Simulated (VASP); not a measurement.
## Pt: relaxation of cell and atoms with RPBE

Pt:

```
CELL_PARAMETERS angstrom
0.00000 1.96090 1.96090
1.96090 0.00000 1.96090
1.96090 1.96090 0.00000
ATOMIC_POSITIONS crystal
Pt 0.00000 0.00000 0.00000
```

```json
{
 "Program": "VASP 6.6.1",
 "Task": "relaxation of cell and atoms",
 "Functional": "RPBE",
 "Potentials or basis": "VASP PAW PBE potentials, release 64 (Pt)",
 "Cutoff": "600 eV",
 "k mesh": "13 × 13 × 13",
 "Occupations": "methfessel-paxton, width 0.1 eV",
 "Spin": "no spin polarisation",
 "Dipole correction": "no",
 "Further INCAR settings": "ALGO = Normal; EDIFF = 1e-06; IBRION = 2; EDIFFG = -0.03; NSW = 80; ISIF = 3"
}
```

```yaml
Relaxed_volume: 15.87 Å³/atom
Relaxed_cell: a = 2.821 Å, b = 2.821 Å, c = 2.821 Å, α = 60.00°, β = 60.00°, γ = 60.00°
Space_group_after_relaxing_to_0.05_Å: Fm-3m (No. 225)
Energy_gained_by_relaxing: 31.8 meV/atom
Ionic_steps: 4
Pressure_after_relaxing: -0.1 GPa
Band_gap_on_the_k_mesh: zero (band 5 reaches 10.76 eV, above the bottom of band 6 at 8.77 eV)
```

Step by step:
```tsv
step	energy change (eV)	largest force (eV/Å)	pressure (GPa)	volume (Å³)
1	0.0000	0.0000	13.66	15.08
2	0.1327	0.0000	-20.72	18.06
3	-0.0317	0.0000	-0.57	15.91
4	-0.0318	0.0000	-0.07	15.87
```

Final structure:
```
Pt
1.0
     0.00000    1.99476    1.99476
     1.99476    0.00000    1.99476
     1.99476    1.99476    0.00000
Pt
1
Direct
  0.00000 0.00000 0.00000
```

Levels at points of the mesh, in eV from the Fermi level:
| k point | band 2 | band 3 | band 4 | band 5 | band 6 | band 7 | band 8 | band 9 |
| --- | --- | --- | --- | --- | --- | --- | --- | --- |
| (0.00, 0.00, 0.00) | -3.47 | -3.47 | -3.47 | -1.50 | -1.50 | 14.76 | 19.46 | 19.46 |

It took 34 s on 1 thread of Intel(R) Xeon(R) Platinum 8124M CPU @ 3.00GHz (Skylake/Cascade Lake), on a shared host, peak memory 0.16 GiB.

Caveat: the PAW data sets were made with another functional, which shifts forces and pressure a little; spin-orbit coupling is left out, which moves the levels of the heavy elements. Zero-point motion and thermal expansion aren't in these numbers.
